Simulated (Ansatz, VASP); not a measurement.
**Se in VASP and in Ansatz**

INCAR

```
PREC = Accurate ; ENCUT = 520
EDIFF = 1E-6 ; ISMEAR = -1
SIGMA = 0.05 ; LREAL = False
LASPH = True ; NELM = 60
ALGO = Normal ; ISIF = 2
LWAVE = False ; LCHARG = False
GGA = RE ; NBANDS = 16
```

KPOINTS

```
regular mesh
0
Gamma
  7 7 6
```

File POSCAR:

```
Se
1.0
    4.3368957613      0.0000000000      0.0000000000
   -2.1684478807      3.7558619029      0.0000000000
    0.0000000000      0.0000000000      4.9203533607
Se
3
Direct
    0.7746000000      0.7746000000      0.0000000000
    0.0000000000      0.2254000000      0.6666666667
    0.2254000000      0.0000000000      0.3333333333
```

The input input.yaml:

```yaml
crystal:
  lattice:
    - [4.3368957613, 0.0, 0.0]
    - [-2.1684478807, 3.7558619029, 0.0]
    - [0.0, 0.0, 4.9203533607]
  atoms:
    - { symbol: Se, position: [0.7746, 0.7746, 0.0] }
    - { symbol: Se, position: [0.0, 0.2254, 0.6666666667] }
    - { symbol: Se, position: [0.2254, 0.0, 0.3333333333] }
hamiltonian:
  xc: revpbe
  pseudopotentials: { kind: paw }
kpoints:
  mp_grid: { grid: [7, 7, 6] }
scf:
  occupations: { method: fermi_dirac, width: 0.05 }
output:
  forces: true
  stress: true
  eigenvalues: true
```

Alike in both runs: task single point; functional revPBE; k mesh 7 × 7 × 6; occupations fermi-dirac, width 0.05 eV; no spin polarisation.

|  | VASP | Ansatz |
| --- | --- | --- |
| version | VASP 6.6.1 | Ansatz 0.2.0 |
| potentials or method | VASP PAW PBE potentials, release 64 (Se) | Ansatz PAW |
| plane-wave cutoff (eV) | 520 | 420 |
| valence electrons in the cell | 18 | 48 |

Ansatz gave:

```
gap on the k mesh at the Fermi level (eV)                     : 1.25
least direct gap on the mesh (eV)                             : 1.54
pressure (GPa)                                                : 5.4
traceless stress, the component that is largest in VASP (GPa) : 1.60
rms of the force components (eV/Å)                            : 0.352
```

Problem. Estimate VASP's values.

Solution. gap on the k mesh at the Fermi level (eV): 1.25; least direct gap on the mesh (eV): 1.52; pressure (GPa): 5.5; traceless stress, the component that is largest in VASP (GPa): 1.64; rms of the force components (eV/Å): 0.370.

VASP's potentials were made for PBE, not for revPBE. Atom by atom the forces differ by 0.018 eV/Å (rms over components). VASP's potentials hold 18 valence electrons a cell and Ansatz's 48, so a difference there can come from the potentials and not from the codes.

Noted on Ansatz's run: odd divisions of the mesh miss points on the zone boundary, where band edges often lie, so the gap on the mesh can be too wide.
